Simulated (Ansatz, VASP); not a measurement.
One calculation of BAs, two programs

```
B As
1.0
     0.00000    2.38850    2.38850
     2.38850    0.00000    2.38850
     2.38850    2.38850    0.00000
B As
1 1
Direct
  0.00000 0.00000 0.00000
  0.75000 0.75000 0.75000
```

Alike in both runs: task relaxation of cell and atoms; functional PBE; k mesh 10 × 10 × 10; occupations gaussian, width 0.02 eV; no spin polarisation.

```csv
,VASP,Ansatz
version,VASP 6.6.1,Ansatz 0.2.0
potentials or method,"VASP PAW PBE potentials, release 64 (B, As), cutoff 500 eV","scalar-relativistic, plane waves, PAW"
valence electrons in the cell,8,18
```

```tsv
	VASP	Ansatz	Ansatz less VASP
gap on the k mesh at the Fermi level, each at its own relaxed structure (eV)	1.20	1.20	+0.003
relaxed volume (Å³/atom)	13.97	13.90	-0.064
relaxed cell length with the largest relative difference (Å)	3.406	3.401	-0.0052
```

VASP's potentials hold 8 valence electrons a cell and Ansatz's 18, so a difference there can come from the potentials and not from the codes.
